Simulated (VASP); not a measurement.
Set up this calculation in VASP 6.6.1, as the native input.

```yaml
Task: single point
Functional: PBE
Potentials_or_basis: VASP PAW PBE potentials, release 64 (Ti_sv, C)
Cutoff: 520 eV
k_mesh: 6 × 6 × 6, shifted
Occupations: gaussian, width 0.1 eV
Spin: no spin polarisation
Dipole_correction: no
Further_INCAR_settings: ALGO = Normal; EDIFF = 1e-06; NBANDS = 44
```

The structure of Ti4C5 (a cell with a defect) lies in POSCAR:

```
Ti4C5
1.0
    0.0000000000      0.0000000000     -4.3327798708
    0.0000000000     -4.3327798708      0.0000000000
   -4.3327798708      0.0000000000      0.0000000000
Ti C
4 5
Direct
    0.0211800255      0.0211800255      0.0211800255
    1.0211800255      0.4788199745      0.4788199745
    0.4788199745      1.0211800255      0.4788199745
    0.4788199745      0.4788199745      0.0211800255
   -0.0195225616     -0.0195225616      0.5195225616
   -0.0195225616      0.5195225616     -0.0195225616
    0.5195225616     -0.0195225616     -0.0195225616
    0.5195225616      0.5195225616      0.5195225616
    0.7500000000      0.7500000000      0.7500000000
```

One way to write it, as run:

INCAR

```
ALGO = Normal
EDIFF = 1E-6
ENCUT = 520
GGA = PE
ISIF = 2
ISMEAR = 0
LASPH = True
LCHARG = True
LELF = True
LREAL = False
LVHAR = True
LWAVE = False
NBANDS = 44
NELM = 60
PREC = Accurate
SIGMA = 0.1
```

KPOINTS

```
Automatic mesh
0
Gamma
  6 6 6
  0.5 0.5 0.5
```

Potentials or basis: VASP PAW PBE potentials, release 64 (Ti_sv, C).

The run is started by

```sh
$ cat potpaw_PBE.64/Ti_sv/POTCAR potpaw_PBE.64/C/POTCAR > POTCAR
$ mpirun -np 1 vasp_std > vasp.out
```

It gave:

| Property | Result |
| --- | --- |
| Pressure | 15.9 GPa |
| Largest force | 0.053 eV/Å |
| Band gap on the k mesh | zero (band 34 reaches 11.42 eV, above the bottom of band 35 at 10.43 eV) |

Run time: 37 s on 1 thread of Intel(R) Xeon(R) Platinum 8488C (Sapphire Rapids), with other jobs on the host, peak memory 0.18 GiB.
